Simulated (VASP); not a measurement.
**Ru: single point with PBE**

Ru:

```
Ru
1.0
     2.72356    0.00000    0.00000
    -1.36178    2.35867    0.00000
     0.00000    0.00000    4.28908
Ru
2
Direct
  0.33333 0.66667 0.25000
  0.66667 0.33333 0.75000
```

```json
{"Program": "VASP 6.6.1", "Task": "single point", "Functional": "PBE", "Potentials or basis": "VASP PAW PBE potentials, release 64 (Ru_pv)", "Cutoff": "520 eV", "k mesh": "22 × 22 × 12", "Occupations": "fermi-dirac, width 0.1 eV", "Spin": "no spin polarisation", "Dipole correction": "no", "Further INCAR settings": "ALGO = Normal; EDIFF = 1e-06; NBANDS = 21"}
```

| Property | Result |
| --- | --- |
| Pressure | -0.1 GPa |
| Band gap on the k mesh | zero (band 14 reaches 14.12 eV, above the bottom of band 15 at 11.00 eV) |

Stress tensor (GPa, compression positive):
```
-0.39  0.00  0.00
 0.00 -0.39  0.00
 0.00  0.00  0.40
```

Levels at points of the mesh, in eV from the Fermi level:
| k point | band 11 | band 12 | band 13 | band 14 | band 15 | band 16 | band 17 | band 18 |
| --- | --- | --- | --- | --- | --- | --- | --- | --- |
| (0.00, 0.00, 0.00) | -2.33 | -1.88 | -1.88 | -1.41 | -1.41 | 1.15 | 1.15 | 1.32 |
| (0.50, 0.00, 0.00) | -2.02 | -1.79 | -1.48 | 1.35 | 1.77 | 1.88 | 3.96 | 5.99 |
| (0.00, 0.00, 0.50) | -2.73 | -2.73 | -2.65 | -2.65 | 0.52 | 0.52 | 0.52 | 0.52 |
| (0.50, 0.00, 0.50) | -1.06 | -1.06 | 0.43 | 0.43 | 1.61 | 1.61 | 3.32 | 3.32 |

Run time: 2.1 min on 1 thread of Intel(R) Xeon(R) Platinum 8488C (Sapphire Rapids), with other jobs on the host, peak memory 0.26 GiB.
